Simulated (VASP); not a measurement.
BaHPb, 3 atoms in the cell. It takes space group P4/mmm (No. 123, tetragonal). Conventional cell: a = 4.994 Å, b = 4.994 Å, c = 4.519 Å, α = 90.00°, β = 90.00°, γ = 90.00°. Ba (site symmetry 4/mmm) has 4 Pb at 3.53 Å and 8 H at 4.19 Å and 2 Ba at 4.52 Å within 4.6 Å. H (site symmetry 4/mmm) has 2 Pb at 2.26 Å within 3.0 Å. Within 3.0 Å of Pb (site symmetry 4/mmm) lie 2 H at 2.26 Å. The cell was generated, and may not be a known phase.

* Program: VASP 6.6.1
* Task: single point
* Functional: PBE
* Potentials or basis: VASP PAW PBE potentials, release 64 (Ba_sv, H, Pb_d)
* Cutoff: 520 eV
* k mesh: 10 × 10 × 10
* Occupations: gaussian, width 0.1 eV
* Spin: no spin polarisation
* Dipole correction: no
* Further INCAR settings: ALGO = Normal; EDIFF = 1e-06; NBANDS = 20

Potentials or basis: VASP PAW PBE potentials, release 64 (Ba_sv, H, Pb_d).

Launch:

```console
$ cat potpaw_PBE.64/Ba_sv/POTCAR potpaw_PBE.64/H/POTCAR potpaw_PBE.64/Pb_d/POTCAR > POTCAR
$ mpirun -np 1 vasp_std > vasp.out
```

Hardware: 1 thread of Intel Xeon 8259CL, with other jobs on the host.

**Question.** Estimate the wall time of this run.

**Answer.** It took 6.4 min on 1 thread of Intel Xeon 8259CL (shared host), peak memory 0.46 GiB. Counts: scf iterations 16, k points 126.
